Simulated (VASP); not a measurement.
# C in VASP: single point with PBE+D3(BJ)

Aim: the single point of C with PBE+D3(BJ).

Program: VASP 6.6.1. These are calculated values, not measurements. Logs are shortened: lines on timing, memory, paths and dates and some standing lists are left out, and cuts for length are marked.

## (1) The cell of the first run

The cell holds a slab with vacuum, 4 atoms: a = 2.466 Å, b = 2.466 Å, c = 17.500 Å, α = 90.00°, β = 90.00°, γ = 120.00°.

## (2) Single point, PBE+D3(BJ)

Input file INCAR:

```
  ALGO = Normal
  DIPOL = 0.5 0.5 0.349
  EDIFF = 1E-7
  ENCUT = 520
  GGA = PE
  IDIPOL = 3
  ISIF = 2
  ISMEAR = 0
  IVDW = 12
  LASPH = True
  LCHARG = False
  LDIPOL = True
  LREAL = False
  LWAVE = False
  NBANDS = 16
  NELM = 80
  PREC = Accurate
  SIGMA = 0.1
```

Input file KPOINTS:

```
k-points
0
Gamma
  15 15 1
```

Input file POSCAR:

```
C
1.0
    2.4657005716      0.0000000000      0.0000000000
   -1.2328502858      2.1353593332      0.0000000000
    0.0000000000      0.0000000000     17.5000000000
C
4
Direct
    0.3333333333      0.6666666667      0.2571428571
    0.6666666667      0.3333333333      0.2571428571
    0.3333333333      0.6666666667      0.4405714286
    0.6666666667      0.3333333333      0.4405714286
```

Potentials or basis: VASP PAW PBE potentials, release 64 (C).

On the command line:

```bash
cat potpaw_PBE.64/C/POTCAR > POTCAR
mpirun -np 1 vasp_std > vasp.out
```

OUTCAR:

```text
EDIFF = 1E-7
   ENCUT = 520
   GGA = PE
   ISIF = 2
   ISMEAR = 0
   IVDW = 12
   LASPH = True
   LREAL = False
   NELM = 80
   PREC = Accurate
 IVDW          = 12

 ion  position               nearest neighbor table
   1  0.333  0.667  0.257-   2 1.42   2 1.42   2 1.42
   2  0.667  0.333  0.257-   1 1.42   1 1.42   1 1.42
   3  0.333  0.667  0.441-   4 1.42   4 1.42   4 1.42
   4  0.667  0.333  0.441-   3 1.42   3 1.42   3 1.42

  LATTYP: Found a hexagonal cell.
 ALAT       =     2.4657005716
 C/A-ratio  =     7.0973743534

  Lattice vectors:

 A1 = (   2.4657005716,   0.0000000000,   0.0000000000)
 A2 = (  -1.2328502858,   2.1353593332,   0.0000000000)
 A3 = (   0.0000000000,   0.0000000000,  17.5000000000)

Analysis of symmetry for initial positions (statically):
=====================================================================
 Subroutine PRICEL returns:
 Original cell was already a primitive cell.

 Routine SETGRP: Setting up the symmetry group for a
 hexagonal supercell.

 Subroutine GETGRP returns: Found 24 space group operations
 (whereof 12 operations were pure point group operations)
 out of a pool of 24 trial point group operations.

The static configuration has the point symmetry C_6v.
 The point group associated with its full space group is D_6h.

Analysis of symmetry for dynamics (positions and initial velocities):
=====================================================================
 Subroutine PRICEL returns:
 Original cell was already a primitive cell.

 Routine SETGRP: Setting up the symmetry group for a
 hexagonal supercell.

 Subroutine GETGRP returns: Found 24 space group operations
 (whereof 12 operations were pure point group operations)
 out of a pool of 24 trial point group operations.

The dynamic configuration has the point symmetry C_6v.
 The point group associated with its full space group is D_6h.

 Subroutine INISYM returns: Found 24 space group operations
 (whereof 12 operations are pure point group operations),
 and found     1 'primitive' translations

----------------------------------------------------------------------------------------

                                     Primitive cell

  volume of cell :      92.1402

  direct lattice vectors                    reciprocal lattice vectors
     2.465700572  0.000000000  0.000000000     0.405564249  0.234152628  0.000000000
    -1.232850286  2.135359333  0.000000000     0.000000000  0.468305256  0.000000000
     0.000000000  0.000000000 17.500000000     0.000000000  0.000000000  0.057142857

  length of vectors
     2.465700572  2.465700572 17.500000000     0.468305256  0.468305256  0.057142857

  position of ions in fractional coordinates (direct lattice)
     0.333333333  0.666666667  0.257142857
     0.666666667  0.333333333  0.257142857
     0.333333333  0.666666667  0.440571429
     0.666666667  0.333333333  0.440571429

  ion indices of the primitive-cell ions
   primitive index   ion index
                 1           1
                 2           2
                 3           3
                 4           4

----------------------------------------------------------------------------------------

 KPOINTS: k-points

Automatic generation of k-mesh.
 Grid dimensions read from file:
 generate k-points for:   15   15    1

 Generating k-lattice:

  Cartesian coordinates                     Fractional coordinates (reciprocal lattice)
     0.027037617  0.015610175  0.000000000     0.066666667  0.000000000  0.000000000
     0.000000000  0.031220350  0.000000000     0.000000000  0.066666667  0.000000000
     0.000000000  0.000000000  0.057142857     0.000000000  0.000000000  1.000000000

  Length of vectors
     0.031220350  0.031220350  0.057142857

  Shift w.r.t. Gamma in fractional coordinates (k-lattice)
     0.000000000  0.000000000  0.000000000

 Subroutine IBZKPT returns following result:
 ===========================================

 Found     27 irreducible k-points:

 Following reciprocal coordinates:
            Coordinates               Weight
  0.000000  0.000000  0.000000      1.000000
  0.066667  0.000000  0.000000      6.000000
  0.133333  0.000000  0.000000      6.000000
  0.200000  0.000000  0.000000      6.000000
  0.266667  0.000000  0.000000      6.000000
  0.333333  0.000000  0.000000      6.000000
[... 16 lines left out ...]
  0.333333  0.200000  0.000000     12.000000
  0.400000  0.200000  0.000000      6.000000
 [... further k-points ...]
   k-points           NKPTS =     27   k-points in BZ     NKDIM =     27   number of bands    NBANDS=     16
   number of dos      NEDOS =    301   number of ions     NIONS =      4
   total plane-waves  NPLWV =  45360
   dimension x,y,z NGX =    18 NGY =   18 NGZ =  140
   dimension x,y,z NGXF=    36 NGYF=   36 NGZF=  280
   ions per type =               4
   NGX,Y,Z   is equivalent  to a cutoff of  12.14, 12.14, 13.30 a.u.
   NGXF,Y,Z  is equivalent  to a cutoff of  24.27, 24.27, 26.60 a.u.
 SYSTEM =  unknown system
   PREC   = accura    normal or accurate (medium, high low for compatibility)
   ISTART =      0    job   : 0-new  1-cont  2-samecut
   ICHARG =      2    charge: 1-file 2-atom 10-const
   ISPIN  =      1    spin polarized calculation?
   LNONCOLLINEAR =      F non collinear calculations
   LSORBIT =      F    spin-orbit coupling
   LASPH  =      T    aspherical Exc in radial PAW
   ENCUT  =  520.0 eV  38.22 Ry    6.18 a.u.   4.58  4.58 32.54*2*pi/ulx,y,z
   NELM   =     80;   NELMIN=  2; NELMDL= -5     # of ELM steps
   EDIFF  = 0.1E-06   stopping-criterion for ELM
   LREAL  =      F    real-space projection
   EDIFFG = 0.1E-05   stopping-criterion for IOM
   NSW    =      0    number of steps for IOM
   IBRION =     -1    ionic relax: 0-MD 1-quasi-New 2-CG
   NFREE  =      0    steps in history (QN), initial steepest desc. (CG)
   ISIF   =      2    stress and relaxation
   ISYM   =      2    0-nonsym 1-usesym 2-fastsym
   POTIM  = 0.5000    time-step for ionic-motion
   TEBEG  =    0.0;   TEEND  =   0.0 temperature during run
   PSTRESS=    0.0 pullay stress
   NELECT =      16.0000    total number of electrons
   NUPDOWN=      -1.0000    fix difference up-down
   EMIN   =  10.00;   EMAX   =-10.00  energy-range for DOS
   EFERMI =   0.00;   METHOD = LEGACY
   ISMEAR =     0;   SIGMA  =   0.10  broadening in eV -4-tet -1-fermi 0-gaus
   EFERMI_NEDOS =   21; number of points for ismear=-14 and -15
   IALGO  =     38    algorithm
   IMIX   =      4    mixing-type and parameters
     AMIX     =   0.40;   BMIX     =  1.00
     AMIX_MAG =   1.60;   BMIX_MAG =  1.00
  volume/ion in A,a.u.               =      23.04       155.45
  Fermi-wavevector in a.u.,A,eV,Ry     =   0.913338  1.725959 11.349803  0.834187
  Thomas-Fermi vector in A             =   2.037838
   LORBIT       =      0    0 simple, 1 ext, 2 COOP (PROOUT), +10 PAW based schemes
   GGA     = PE    functional components
   LHFCALC =     F    Hartree Fock is set to
   AEXX    =    0.0000 exact exchange contribution
   IVDW    =    12    specifies the selected vdW correction
   LEPSILON=     F    determine dielectric tensor
   LRPA    =     F    only Hartree local field effects (RPA)
 non-spin polarized calculation
 Gauss-broadening in eV      SIGMA  =   0.10
  energy-cutoff  :      520.00
  volume of cell :       92.14
 maximum number of plane-waves:      2521
   NGX =  9   NGY =  9   NGZ = 65

 dipolmoment           0.000000      0.000000      0.000344 electrons x Angstroem

 number of electron      15.9999996 magnetization

 dipolmoment           0.000000      0.000000     -0.000001 electrons x Angstroem

 Free energy of the ion-electron system (eV)
  ---------------------------------------------------
  ext. energy  EPLUGINS =         0.00000000
  ---------------------------------------------------
  free energy    TOTEN  =       -36.81392240 eV

  energy without entropy =      -36.81392240  energy(sigma->0) =      -36.81392240

 E-fermi :  -0.8233     XC(G=0):  -4.3990

 val. band max:       -1.2813824311   @ k =   0.3333   0.3333   0.0000
 cond. band min:      -0.4104284534   @ k =   0.3333   0.3333   0.0000
 fundamental gap:      0.8709539777
 Fermi energy:        -0.8232764259

 k-point     1 :       0.0000    0.0000    0.0000
  band No.  band energies     occupation
      1     -20.4740      2.00000
      2     -20.2608      2.00000
      3      -9.0562      2.00000
      4      -7.8366      2.00000
      5      -3.8915      2.00000
      6      -3.8915      2.00000
[... 8 lines left out ...]
     15       7.4344      0.00000
     16       7.5105      0.00000

 k-point     2 :       0.0667    0.0000    0.0000
  band No.  band energies     occupation
      1     -20.3683      2.00000
      2     -20.1563      2.00000
      3      -8.9291      2.00000
      4      -7.7135      2.00000
      5      -4.3191      2.00000
      6      -4.2844      2.00000
[... 8 lines left out ...]
     15       7.5653      0.00000
     16       7.8861      0.00000

 k-point     3 :       0.1333    0.0000    0.0000
  band No.  band energies     occupation
      1     -20.0518      2.00000
      2     -19.8436      2.00000
      3      -8.5498      2.00000
      4      -7.3465      2.00000
      5      -5.4546      2.00000
      6      -5.4058      2.00000
[... 8 lines left out ...]
     15       7.5969      0.00000
     16       8.9601      0.00000

 k-point     4 :       0.2000    0.0000    0.0000
  band No.  band energies     occupation
      1     -19.5270      2.00000
      2     -19.3247      2.00000
      3      -7.9250      2.00000
      4      -7.0108      2.00000
      5      -6.9450      2.00000
      6      -6.7425      2.00000
[... 8 lines left out ...]
     15       7.4788      0.00000
     16       7.5405      0.00000

 k-point     5 :       0.2667    0.0000    0.0000
  band No.  band energies     occupation
      1     -18.7980      2.00000
      2     -18.6040      2.00000
      3      -8.7520      2.00000
      4      -8.6670      2.00000
      5      -7.0681      2.00000
      6      -6.0709      2.00000
[... 8 lines left out ...]
     15       7.2193      0.00000
     16       7.9785      0.00000

 k-point     6 :       0.3333    0.0000    0.0000
  band No.  band energies     occupation
      1     -17.8728      2.00000
      2     -17.6890      2.00000
      3     -10.5251      2.00000
      4     -10.4222      2.00000
      5      -6.6416      2.00000
      6      -6.6007      2.00000
[... 8 lines left out ...]
     15       7.5928      0.00000
     16       9.2406      0.00000
[... 267 lines left out ...]
 k-point    21 :       0.2000    0.2000    0.0000
  band No.  band energies     occupation
      1     -17.6709      2.00000
      2     -17.4894      2.00000
      3      -9.8290      2.00000
      4      -9.7349      2.00000
      5      -8.3396      2.00000
      6      -8.2696      2.00000
[... 8 lines left out ...]
     15       9.4738      0.00000
     16       9.8514      0.00000

 k-point    22 :       0.2667    0.2000    0.0000
  band No.  band energies     occupation
      1     -16.6700      2.00000
      2     -16.4994      2.00000
      3     -11.1181      2.00000
      4     -11.0101      2.00000
      5      -9.1620      2.00000
      6      -9.0847      2.00000
[... 8 lines left out ...]
     15      10.1105      0.00000
     16      10.3522      0.00000

 k-point    23 :       0.3333    0.2000    0.0000
  band No.  band energies     occupation
      1     -15.5206      2.00000
      2     -15.3615      2.00000
      3     -12.5490      2.00000
      4     -12.4265      2.00000
      5      -9.5902      2.00000
      6      -9.5094      2.00000
[... 8 lines left out ...]
     15      10.2240      0.00000
     16      11.0343      0.00000

 k-point    24 :       0.4000    0.2000    0.0000
  band No.  band energies     occupation
      1     -14.5907      2.00000
      2     -14.4373      2.00000
      3     -13.5886      2.00000
      4     -13.4594      2.00000
      5      -9.7234      2.00000
      6      -9.6417      2.00000
[... 8 lines left out ...]
     15      11.0559      0.00000
     16      11.3426      0.00000

 [... further k-points ...]

------------------------ aborting loop because EDIFF is reached ----------------------------------------

 vacuum level on the upper side and lower side of the slab       (xc-potential included)        -0.119        -0.119

 Edisp (eV)   -0.49401

 E8    (eV) :    -0.1484

  FORCE on cell =-STRESS in cart. coord.  units (eV):
  Direction    XX          YY          ZZ          XY          YZ          ZX
  --------------------------------------------------------------------------------------
  -------------------------------------------------------------------------------------
  Total       0.00322     0.00322     0.68245     0.00000     0.00000     0.00000
  in kB       0.05607     0.05607    11.86672     0.00000     0.00000     0.00000
  external pressure =        3.99 kB  Pullay stress =        0.00 kB

 VOLUME and BASIS-vectors are now :
 -----------------------------------------------------------------------------
  energy-cutoff  :      520.00
  volume of cell :       92.14
      direct lattice vectors                 reciprocal lattice vectors
     2.465700572  0.000000000  0.000000000     0.405564249  0.234152628  0.000000000
    -1.232850286  2.135359333  0.000000000     0.000000000  0.468305256  0.000000000
     0.000000000  0.000000000 17.500000000     0.000000000  0.000000000  0.057142857

 POSITION                                       TOTAL-FORCE (eV/Angst)
 -----------------------------------------------------------------------------------
     -0.00000      1.42357      4.50000        -0.000000     -0.000000     -0.110216
      1.23285      0.71179      4.50000         0.000000      0.000000     -0.110216
     -0.00000      1.42357      7.71000        -0.000000     -0.000000      0.110216
      1.23285      0.71179      7.71000         0.000000     -0.000000      0.110216
 -----------------------------------------------------------------------------------
    total drift:                                0.000000      0.000000     -0.000042

  FREE ENERGIE OF THE ION-ELECTRON SYSTEM (eV)
  ---------------------------------------------------
  free  energy   TOTEN  =       -37.3079291300 eV

  energy  without entropy=      -37.3079291299  energy(sigma->0) =      -37.30792913

 vacuum level on the upper side and lower side of the slab         3.397         3.396
```

It took 97 s on 1 thread of Intel Xeon 8259CL, shared host; peak memory 0.21 GiB.

Results:

| Item | Value |
| --- | --- |
| Free energy | -37.3079 eV |
| Largest force | 0.110 eV/Å |
| Band gap on the k mesh | 0.87 eV, direct |
| Dispersion energy per atom | -0.124 eV |

Forces in eV/Å, atoms in the order of the input:
```
C    0.000  0.000 -0.110
C    0.000  0.000 -0.110
C    0.000  0.000  0.110
C    0.000  0.000  0.110
```
